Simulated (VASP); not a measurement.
# Mg2Sn (Fm-3m) in VASP: further runs

Runs on Mg2Sn. Level: PBE. Tasks: single point, relaxation of cell and atoms.

Everything below comes from runs of VASP 6.6.1. Logs are shortened: lines on timing, memory, paths and dates and some standing lists are left out, and cuts for length are marked.

## (1) The cell of the first run

The structure is cubic, space group Fm-3m (No. 225). Conventional cell: a = 6.817 Å, b = 6.817 Å, c = 6.817 Å, α = 90.00°, β = 90.00°, γ = 90.00°. Within 3.9 Å of Mg (site symmetry -43m) lie 4 Sn at 2.95 Å and 6 Mg at 3.41 Å. Sn (site symmetry m-3m) has 8 Mg at 2.95 Å within 3.9 Å.

## (2) Single point, PBE

The input, INCAR:

```
SYSTEM = Mg2Sn
ALGO     = Normal         ! electronic algorithm
EDIFF    = 1E-6           ! SCF threshold, eV
ENCUT    = 600            ! plane-wave cutoff, eV
GGA      = PE             ! functional
GGA_COMPAT= .FALSE.      
ISIF     = 2              ! what is computed and relaxed
ISMEAR   = 0              ! smearing method
LASPH    = .TRUE.         ! aspherical terms in the spheres
LCHARG   = .TRUE.         ! write CHGCAR
LELF     = .TRUE.         ! ELF
LREAL    = .FALSE.        ! projectors in reciprocal space
LVHAR    = .TRUE.       
LWAVE    = .FALSE.        ! write WAVECAR
NBANDS   = 16             ! bands
NELM     = 120            ! most SCF steps
PREC     = Accurate       ! precision mode
SIGMA    = 0.1            ! smearing width, eV
```

The input, KPOINTS:

```
k-points
0
G
  12 12 12
  0 0 0
```

The input, POSCAR:

```
Mg2Sn
1.0
    0.0000000000      3.4084018729      3.4084018729
    3.4084018729      0.0000000000      3.4084018729
    3.4084018729      3.4084018729      0.0000000000
Mg Sn
2 1
Direct
    0.2500000000      0.2500000000      0.2500000000
    0.7500000000      0.7500000000      0.7500000000
    0.0000000000      0.0000000000      0.0000000000
```

Potentials or basis: VASP PAW PBE potentials, release 64 (Mg, Sn_d).

Launch:

```
> cat potpaw_PBE.64/Mg/POTCAR potpaw_PBE.64/Sn_d/POTCAR > POTCAR
> mpirun -np 1 vasp_std > vasp.out
```

OUTCAR:

```text
SYSTEM = Mg2Sn
   EDIFF = 1E-6
   ENCUT = 600
   GGA = PE
   ISIF = 2
   ISMEAR = 0
   LASPH = .TRUE.
   LREAL = .FALSE.
   NELM = 120
   PREC = Accurate

 ion  position               nearest neighbor table
   1  0.250  0.250  0.250-   3 2.95   3 2.95   3 2.95   3 2.95   2 3.41   2 3.41   2 3.41   2 3.41
                             2 3.41   2 3.41
   2  0.750  0.750  0.750-   3 2.95   3 2.95   3 2.95   3 2.95   1 3.41   1 3.41   1 3.41   1 3.41
                             1 3.41   1 3.41
   3  0.000  0.000  0.000-   2 2.95   2 2.95   2 2.95   1 2.95   1 2.95   1 2.95   2 2.95   1 2.95

  LATTYP: Found a face centered cubic cell.
 ALAT       =     6.8168037458

  Lattice vectors:

 A1 = (   0.0000000000,   3.4084018729,   3.4084018729)
 A2 = (   3.4084018729,   0.0000000000,   3.4084018729)
 A3 = (   3.4084018729,   3.4084018729,   0.0000000000)

Analysis of symmetry for initial positions (statically):
=====================================================================
 Subroutine PRICEL returns:
 Original cell was already a primitive cell.

 Routine SETGRP: Setting up the symmetry group for a
 face centered cubic supercell.

 Subroutine GETGRP returns: Found 48 space group operations
 (whereof 48 operations were pure point group operations)
 out of a pool of 48 trial point group operations.

The static configuration has the point symmetry O_h .

Analysis of symmetry for dynamics (positions and initial velocities):
=====================================================================
 Subroutine PRICEL returns:
 Original cell was already a primitive cell.

 Routine SETGRP: Setting up the symmetry group for a
 face centered cubic supercell.

 Subroutine GETGRP returns: Found 48 space group operations
 (whereof 48 operations were pure point group operations)
 out of a pool of 48 trial point group operations.

The dynamic configuration has the point symmetry O_h .

 Subroutine INISYM returns: Found 48 space group operations
 (whereof 48 operations are pure point group operations),
 and found     1 'primitive' translations

----------------------------------------------------------------------------------------

                                     Primitive cell

  volume of cell :      79.1922

  direct lattice vectors                    reciprocal lattice vectors
     0.000000000  3.408401873  3.408401873    -0.146696317  0.146696317  0.146696317
     3.408401873  0.000000000  3.408401873     0.146696317 -0.146696317  0.146696317
     3.408401873  3.408401873  0.000000000     0.146696317  0.146696317 -0.146696317

  length of vectors
     4.820208155  4.820208155  4.820208155     0.254085474  0.254085474  0.254085474

  position of ions in fractional coordinates (direct lattice)
     0.250000000  0.250000000  0.250000000
     0.750000000  0.750000000  0.750000000
     0.000000000  0.000000000  0.000000000

  ion indices of the primitive-cell ions
   primitive index   ion index
                 1           1
                 2           2
                 3           3

----------------------------------------------------------------------------------------

 KPOINTS: k-points

Automatic generation of k-mesh.
 Grid dimensions read from file:
 generate k-points for:   12   12   12

 Generating k-lattice:

  Cartesian coordinates                     Fractional coordinates (reciprocal lattice)
    -0.012224693  0.012224693  0.012224693     0.083333333  0.000000000  0.000000000
     0.012224693 -0.012224693  0.012224693     0.000000000  0.083333333  0.000000000
     0.012224693  0.012224693 -0.012224693     0.000000000  0.000000000  0.083333333

  Length of vectors
     0.021173789  0.021173789  0.021173789

  Shift w.r.t. Gamma in fractional coordinates (k-lattice)
     0.000000000  0.000000000  0.000000000

 Subroutine IBZKPT returns following result:
 ===========================================

 Found     72 irreducible k-points:

 Following reciprocal coordinates:
            Coordinates               Weight
  0.000000  0.000000  0.000000      1.000000
  0.083333  0.000000  0.000000      8.000000
  0.166667  0.000000  0.000000      8.000000
  0.250000  0.000000  0.000000      8.000000
  0.333333  0.000000  0.000000      8.000000
  0.416667  0.000000  0.000000      8.000000
[... 16 lines left out ...]
  0.500000  0.166667  0.000000     24.000000
 -0.416667  0.166667  0.000000     24.000000
 [... further k-points ...]
   k-points           NKPTS =     72   k-points in BZ     NKDIM =     72   number of bands    NBANDS=     16
   number of dos      NEDOS =    301   number of ions     NIONS =      3
   total plane-waves  NPLWV =  64000
   dimension x,y,z NGX =    40 NGY =   40 NGZ =   40
   dimension x,y,z NGXF=    80 NGYF=   80 NGZF=   80
   ions per type =               2   1
   NGX,Y,Z   is equivalent  to a cutoff of  13.80, 13.80, 13.80 a.u.
   NGXF,Y,Z  is equivalent  to a cutoff of  27.59, 27.59, 27.59 a.u.
 SYSTEM =  Mg2Sn
   PREC   = accura    normal or accurate (medium, high low for compatibility)
   ISTART =      0    job   : 0-new  1-cont  2-samecut
   ICHARG =      2    charge: 1-file 2-atom 10-const
   ISPIN  =      1    spin polarized calculation?
   LNONCOLLINEAR =      F non collinear calculations
   LSORBIT =      F    spin-orbit coupling
   LASPH  =      T    aspherical Exc in radial PAW
   ENCUT  =  600.0 eV  44.10 Ry    6.64 a.u.   9.63  9.63  9.63*2*pi/ulx,y,z
   NELM   =    120;   NELMIN=  2; NELMDL= -5     # of ELM steps
   EDIFF  = 0.1E-05   stopping-criterion for ELM
   LREAL  =      F    real-space projection
   EDIFFG = 0.1E-04   stopping-criterion for IOM
   NSW    =      0    number of steps for IOM
   IBRION =     -1    ionic relax: 0-MD 1-quasi-New 2-CG
   NFREE  =      0    steps in history (QN), initial steepest desc. (CG)
   ISIF   =      2    stress and relaxation
   ISYM   =      2    0-nonsym 1-usesym 2-fastsym
   POTIM  = 0.5000    time-step for ionic-motion
   TEBEG  =    0.0;   TEEND  =   0.0 temperature during run
   PSTRESS=    0.0 pullay stress
   NELECT =      18.0000    total number of electrons
   NUPDOWN=      -1.0000    fix difference up-down
   EMIN   =  10.00;   EMAX   =-10.00  energy-range for DOS
   EFERMI =   0.00;   METHOD = LEGACY
   ISMEAR =     0;   SIGMA  =   0.10  broadening in eV -4-tet -1-fermi 0-gaus
   EFERMI_NEDOS =   21; number of points for ismear=-14 and -15
   IALGO  =     38    algorithm
   IMIX   =      4    mixing-type and parameters
     AMIX     =   0.40;   BMIX     =  1.00
     AMIX_MAG =   1.60;   BMIX_MAG =  1.00
  volume/ion in A,a.u.               =      26.40       178.14
  Fermi-wavevector in a.u.,A,eV,Ry     =   0.999091  1.888007 13.581091  0.998182
  Thomas-Fermi vector in A             =   2.131358
   LORBIT       =      0    0 simple, 1 ext, 2 COOP (PROOUT), +10 PAW based schemes
   GGA     = PE    functional components
   LHFCALC =     F    Hartree Fock is set to
   AEXX    =    0.0000 exact exchange contribution
   IVDW    =     0    specifies the selected vdW correction
   LEPSILON=     F    determine dielectric tensor
   LRPA    =     F    only Hartree local field effects (RPA)
 non-spin polarized calculation
 Gauss-broadening in eV      SIGMA  =   0.10
  energy-cutoff  :      600.00
  volume of cell :       79.19
 maximum number of plane-waves:      2688
   NGX = 19   NGY = 19   NGZ = 19

 number of electron      18.0000004 magnetization

 Free energy of the ion-electron system (eV)
  ---------------------------------------------------
  ext. energy  EPLUGINS =         0.00000000
  ---------------------------------------------------
  free energy    TOTEN  =        -7.43496709 eV

  energy without entropy =       -7.43332999  energy(sigma->0) =       -7.43414854

 E-fermi :   4.0599     XC(G=0):  -8.6710

 val. band max:        4.0529512430   @ k =  -0.0833   0.0833   0.0000
 cond. band min:       4.1071827414   @ k =   0.0000   0.0000   0.0000
 fundamental gap:      0.0542314985
 Fermi energy:         4.0599480164

 k-point     1 :       0.0000    0.0000    0.0000
  band No.  band energies     occupation
      1     -16.8613      2.00000
      2     -16.8613      2.00000
      3     -16.8613      2.00000
      4     -16.8252      2.00000
      5     -16.8252      2.00000
      6      -4.8908      2.00000
[... 8 lines left out ...]
     15       9.5190      0.00000
     16       9.5190      0.00000

 k-point     2 :       0.0833    0.0000    0.0000
  band No.  band energies     occupation
      1     -16.8613      2.00000
      2     -16.8611      2.00000
      3     -16.8611      2.00000
      4     -16.8252      2.00000
      5     -16.8252      2.00000
      6      -4.8357      2.00000
[... 8 lines left out ...]
     15       8.9209      0.00000
     16       8.9209      0.00000

 k-point     3 :       0.1667    0.0000    0.0000
  band No.  band energies     occupation
      1     -16.8612      2.00000
      2     -16.8606      2.00000
      3     -16.8606      2.00000
      4     -16.8251      2.00000
      5     -16.8251      2.00000
      6      -4.6740      2.00000
[... 8 lines left out ...]
     15       8.4782      0.00000
     16       8.9368      0.00000

 k-point     4 :       0.2500    0.0000    0.0000
  band No.  band energies     occupation
      1     -16.8610      2.00000
      2     -16.8598      2.00000
      3     -16.8598      2.00000
      4     -16.8250      2.00000
      5     -16.8250      2.00000
      6      -4.4188      2.00000
[... 8 lines left out ...]
     15       8.5983      0.00000
     16       8.6479      0.00000

 k-point     5 :       0.3333    0.0000    0.0000
  band No.  band energies     occupation
      1     -16.8609      2.00000
      2     -16.8591      2.00000
      3     -16.8591      2.00000
      4     -16.8249      2.00000
      5     -16.8249      2.00000
      6      -4.1031      2.00000
[... 8 lines left out ...]
     15       9.2606      0.00000
     16       9.5336      0.00000

 k-point     6 :       0.4167    0.0000    0.0000
  band No.  band energies     occupation
      1     -16.8607      2.00000
      2     -16.8586      2.00000
      3     -16.8586      2.00000
      4     -16.8247      2.00000
      5     -16.8247      2.00000
      6      -3.8041      2.00000
[... 8 lines left out ...]
     15      10.1805      0.00000
     16      10.6479      0.00000
[... 267 lines left out ...]
 k-point    21 :       0.3333    0.1667    0.0000
  band No.  band energies     occupation
      1     -16.8620      2.00000
      2     -16.8586      2.00000
      3     -16.8583      2.00000
      4     -16.8258      2.00000
      5     -16.8241      2.00000
      6      -4.1385      2.00000
[... 8 lines left out ...]
     15      10.0626      0.00000
     16      10.1213      0.00000

 k-point    22 :       0.4167    0.1667    0.0000
  band No.  band energies     occupation
      1     -16.8614      2.00000
      2     -16.8583      2.00000
      3     -16.8578      2.00000
      4     -16.8256      2.00000
      5     -16.8240      2.00000
      6      -3.8305      2.00000
[... 8 lines left out ...]
     15      10.8618      0.00000
     16      11.1263      0.00000

 k-point    23 :       0.5000    0.1667    0.0000
  band No.  band energies     occupation
      1     -16.8608      2.00000
      2     -16.8584      2.00000
      3     -16.8576      2.00000
      4     -16.8253      2.00000
      5     -16.8242      2.00000
      6      -3.5845      2.00000
[... 8 lines left out ...]
     15      10.9182      0.00000
     16      11.2804      0.00000

 k-point    24 :      -0.4167    0.1667    0.0000
  band No.  band energies     occupation
      1     -16.8602      2.00000
      2     -16.8587      2.00000
      3     -16.8577      2.00000
      4     -16.8250      2.00000
      5     -16.8245      2.00000
      6      -3.5448      2.00000
[... 8 lines left out ...]
     15       9.8583      0.00000
     16      10.2408      0.00000

 [... further k-points ...]

------------------------ aborting loop because EDIFF is reached ----------------------------------------

  FORCE on cell =-STRESS in cart. coord.  units (eV):
  Direction    XX          YY          ZZ          XY          YZ          ZX
  --------------------------------------------------------------------------------------
  -------------------------------------------------------------------------------------
  Total       -0.0080498     -0.0080498     -0.0080498      0.0000000     -0.0000000     -0.0000000
  in kB       -0.1628602     -0.1628602     -0.1628602      0.0000000     -0.0000000     -0.0000000
  external PRESSURE =      -0.1628602 kB  Pullay stress =       0.0000000 kB

 VOLUME and BASIS-vectors are now :
 -----------------------------------------------------------------------------
  energy-cutoff  :      600.00
  volume of cell :       79.19
      direct lattice vectors                 reciprocal lattice vectors
     0.000000000  3.408401873  3.408401873    -0.146696317  0.146696317  0.146696317
     3.408401873  0.000000000  3.408401873     0.146696317 -0.146696317  0.146696317
     3.408401873  3.408401873  0.000000000     0.146696317  0.146696317 -0.146696317

 POSITION                                       TOTAL-FORCE (eV/Angst)
 -----------------------------------------------------------------------------------
      1.70420      1.70420      1.70420         0.000000      0.000000     -0.000000
      5.11260      5.11260      5.11260        -0.000000     -0.000000      0.000000
      0.00000      0.00000      0.00000         0.000000      0.000000      0.000000
 -----------------------------------------------------------------------------------
    total drift:                               -0.000000      0.000000     -0.000000

  FREE ENERGIE OF THE ION-ELECTRON SYSTEM (eV)
  ---------------------------------------------------
  free  energy   TOTEN  =        -7.4349670929 eV

  energy  without entropy=       -7.4333299910  energy(sigma->0) =       -7.43414854
```

Wall time 3.8 min (1 thread of Oxide Virtual Turin-like, shared host); peak memory 0.27 GiB.

What came out:

```yaml
Free_energy: -7.4350 eV
Pressure: 0.0 GPa
Band_gap_on_the_k_mesh: zero (bands 9 and 10 overlap by 0.20 eV)
```

Levels at points of the mesh, in eV from the Fermi level:
```
           k point  band 6  band 7  band 8  band 9  band 10  band 11  band 12  band 13
(0.00, 0.00, 0.00)   -8.95    0.05    0.05    0.05     1.32     2.16     2.16     2.16
(0.50, 0.00, 0.00)   -7.73   -4.69   -0.77   -0.77     0.62     2.25     2.25     3.95
(0.50, 0.50, 0.00)   -7.24   -4.48   -2.02   -2.02    -0.15     0.23     7.15     7.15
```

Caveat: spin-orbit coupling is left out, which moves the levels of the heavy elements.

## (3) Relaxation of cell and atoms, PBE

This run uses another cell than the first one, of 25.50 Å³/atom.

The input, INCAR:

```
SYSTEM = Mg2Sn
PREC = Accurate
ENCUT = 600
EDIFF = 1E-7
ISMEAR = 0
SIGMA = 0.1
LREAL = .False.
LASPH = .True.
NELM = 120
ALGO = Normal
ISIF = 3
LWAVE = .False.
LCHARG = .False.
GGA = PE
IBRION = 2
NSW = 100
EDIFFG = -0.005
GGA_COMPAT = .False.
NELMIN = 4
```

The input, KPOINTS:

```
regular mesh
0
Gamma
  12 12 12
  0 0 0
```

The input, POSCAR:

```
Mg2Sn
1.0
    0.0000000000      3.3695000000      3.3695000000
    3.3695000000      0.0000000000      3.3695000000
    3.3695000000      3.3695000000      0.0000000000
Mg Sn
2 1
Direct
    0.2500000000      0.2500000000      0.2500000000
    0.7500000000      0.7500000000      0.7500000000
    0.0000000000      0.0000000000      0.0000000000
```

Potentials or basis: VASP PAW PBE potentials, release 64 (Mg, Sn_d).

Launch:

```
> cat potpaw_PBE.64/Mg/POTCAR potpaw_PBE.64/Sn_d/POTCAR > POTCAR
> mpirun -np 1 vasp_std > vasp.out
```

It took 5.4 min on 1 thread of Oxide Virtual Turin-like, shared host; peak memory 0.28 GiB.

The run converged. Its results:

- Free energy: -7.4349 eV
- Relaxed volume: 26.31 Å³/atom
- Relaxed cell: a = 4.815 Å, b = 4.815 Å, c = 4.815 Å, α = 60.00°, β = 60.00°, γ = 60.00°
- Space group after relaxing (to 0.1 Å): Fm-3m (No. 225)
- Energy gained by relaxing: 3.4 meV/atom
- Ionic steps: 3
- Pressure after relaxing: 0.0 GPa
- Band gap on the k mesh: zero (bands 9 and 10 overlap by 0.19 eV)

The path:
| step | energy change (eV) | largest force (eV/Å) | pressure (GPa) | volume (Å³) |
| --- | --- | --- | --- | --- |
| 1 | 0.0000 | 0.0000 | 1.42 | 76.51 |
| 2 | -0.0101 | 0.0000 | -0.05 | 79.04 |
| 3 | -0.0101 | 0.0000 | 0.00 | 78.94 |

Final structure:
```
CELL_PARAMETERS angstrom
0.00000 3.40471 3.40471
3.40471 0.00000 3.40471
3.40471 3.40471 0.00000
ATOMIC_POSITIONS crystal
Mg 0.25000 0.25000 0.25000
Mg 0.75000 0.75000 0.75000
Sn 0.00000 0.00000 0.00000
```

Levels at points of the mesh, in eV from the Fermi level:
```csv
k point,band 7,band 8,band 9,band 10,band 11,band 12
"(0.00, 0.00, 0.00)",0.05,0.05,0.05,1.34,2.16,2.16
"(0.50, 0.00, 0.00)",-4.70,-0.77,-0.77,0.63,2.25,2.25
"(0.50, 0.50, 0.00)",-4.49,-2.03,-2.03,-0.15,0.23,7.16
```

Caveat: spin-orbit coupling is left out, which moves the levels of the heavy elements. PBE usually gives volumes a little too large and moduli too small.

The gap in the log of VASP goes by the Fermi energy; the results here count the filled bands.